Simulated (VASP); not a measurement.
Wanted: the native input for a VASP 6.6.1 run.

- Task: single point
- Functional: PBE
- Potentials or basis: VASP PAW PBE potentials, release 64 (Li_sv, F)
- Cutoff: 520 eV
- k mesh: 14 × 14 × 14
- Occupations: gaussian, width 0.05 eV
- Spin: no spin polarisation
- Dipole correction: no
- Further INCAR settings: ALGO = Normal; EDIFF = 1e-06; NBANDS = 12

The structure of LiF lies in POSCAR:

```
LiF
1.0
    0.0000000000      2.0065320479      2.0065320479
    2.0065320479      0.0000000000      2.0065320479
    2.0065320479      2.0065320479      0.0000000000
Li F
1 1
Direct
    0.0000000000      0.0000000000      0.0000000000
    0.5000000000      0.5000000000      0.5000000000
```

This cell differs from its parent crystal: volume scaled by 0.960.

The input as run:

INCAR

```
SYSTEM = LiF
  ALGO = Normal
  EDIFF = 1E-6
  ENCUT = 520
  GGA = PE
  ISIF = 2
  ISMEAR = 0
  LASPH = .TRUE.
  LCHARG = .FALSE.
  LREAL = .FALSE.
  LWAVE = .FALSE.
  NBANDS = 12
  NELM = 100
  PREC = Accurate
  SIGMA = 0.05
```

KPOINTS

```
k-points
0
G
  14 14 14
  0 0 0
```

Potentials or basis: VASP PAW PBE potentials, release 64 (Li_sv, F).

Run with:

```sh
$ cat potpaw_PBE.64/Li_sv/POTCAR potpaw_PBE.64/F/POTCAR > POTCAR
$ mpirun -np 1 vasp_std > vasp.out
```

Results of the run:

- Band gap on the k mesh: 9.19 eV, indirect (the least direct gap lies 0.8 meV higher)

Run time: 13 s on 1 thread of AMD EPYC 9R14 (Zen 4) (shared host), peak memory 0.11 GiB.
